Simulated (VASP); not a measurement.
A run of VASP 6.6.1:

File INCAR:

```
  ALGO = Normal
  EDIFF = 1E-6
  ENCUT = 520
  GGA = PE
  ISIF = 2
  ISMEAR = 0
  ISPIN = 2
  LASPH = T
  LCHARG = F
  LMAXMIX = 4
  LORBIT = 11
  LREAL = F
  LWAVE = F
  MAGMOM = 0 0 0 0 0
  NBANDS = 32
  NELM = 150
  PREC = Accurate
  SIGMA = 0.1
```

File KPOINTS:

```
k-points
0
Gamma
  4 4 4
```

File POSCAR:

```
NaWSe3
1.0
    2.6313459056     -4.1386028499      0.0000000000
    2.6313459056      4.1386028499      0.0000000000
    0.0000000000      0.0000000000      4.9241641600
Na W Se
1 1 3
Direct
    0.5000000000      0.5000000000      0.5000000000
    0.0000000000      0.0000000000      0.0000000000
    0.6777244127      0.3222755873      0.0000000000
    0.3222755873      0.6777244127      0.0000000000
    0.0000000000      0.0000000000      0.5000000000
```

Potentials or basis: VASP PAW PBE potentials, release 64 (Na_pv, W_sv, Se).

Command:

```bash
$ cat potpaw_PBE.64/Na_pv/POTCAR potpaw_PBE.64/W_sv/POTCAR potpaw_PBE.64/Se/POTCAR > POTCAR
$ mpirun -np 1 vasp_std > vasp.out
```

Hardware: 1 thread of AMD EPYC 9R45 96-Core Processor (Zen 5), on a shared host.

Task: Estimate the wall time of this run.

Result: Run time: 76 s on 1 thread of AMD EPYC 9R45 96-Core Processor (Zen 5) (shared host), peak memory 0.29 GiB. Counts: scf iterations 16, k points 21.
